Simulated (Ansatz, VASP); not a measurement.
**One calculation of Cs, two programs**

The input INCAR:

```
ALGO = Normal
EDIFF = 1E-6
ENCUT = 520
GGA = RE
ISIF = 2
ISMEAR = -1
LASPH = True
LCHARG = False
LREAL = False
LWAVE = False
NBANDS = 10
NELM = 80
PREC = Accurate
SIGMA = 0.1
```

Contents of KPOINTS:

```
k-points
0
Gamma
  12 12 12
```

Contents of POSCAR:

```
Cs
1.0
   -3.3040040647      3.3040040647      3.3040040647
    3.3040040647     -3.3040040647      3.3040040647
    3.3040040647      3.3040040647     -3.3040040647
Cs
1
Direct
    0.0000000000      0.0000000000      0.0000000000
```

Input for Ansatz:

```yaml
crystal:
  lattice:
    - [-3.3040040638, 3.3040040638, 3.3040040638]
    - [3.3040040638, -3.3040040638, 3.3040040638]
    - [3.3040040638, 3.3040040638, -3.3040040638]
  atoms:
    - { symbol: Cs, position: [0.0, 0.0, 0.0] }
hamiltonian:
  xc: revpbe
  pseudopotentials:
    kind: paw
    azcp:
      Cs: "pseudopotentials/Cs.paw.azcp"
basis:
  ecutwfc: 420
  fft_grid_basis: typed
kpoints:
  mp_grid: { grid: [12, 12, 12], shift: [0, 0, 0] }
magnetization:
  spin_polarized: false
scf:
  occupations: { method: fermi_dirac, width: 0.1 }
output:
  stress: true
```

Alike in both runs: task single point; functional revPBE; k mesh 12 × 12 × 12; occupations fermi-dirac, width 0.1 eV; no spin polarisation.

```csv
,VASP,Ansatz
version,VASP 6.6.1,Ansatz 0.2.0
potentials or method,"VASP PAW PBE potentials, release 64 (Cs_sv), cutoff 520 eV","plane waves (420 eV) with PAW, scalar-relativistic"
valence electrons in the cell,9,9
```

|  | VASP | Ansatz | Ansatz less VASP |
| --- | --- | --- | --- |
| pressure (GPa) | -0.1 | -0.1 | 0.00 |

VASP's potentials were made for PBE, not for revPBE. With one functional, cell and mesh, what is left measures potentials, basis and numerics.

Spin-orbit coupling is off throughout.
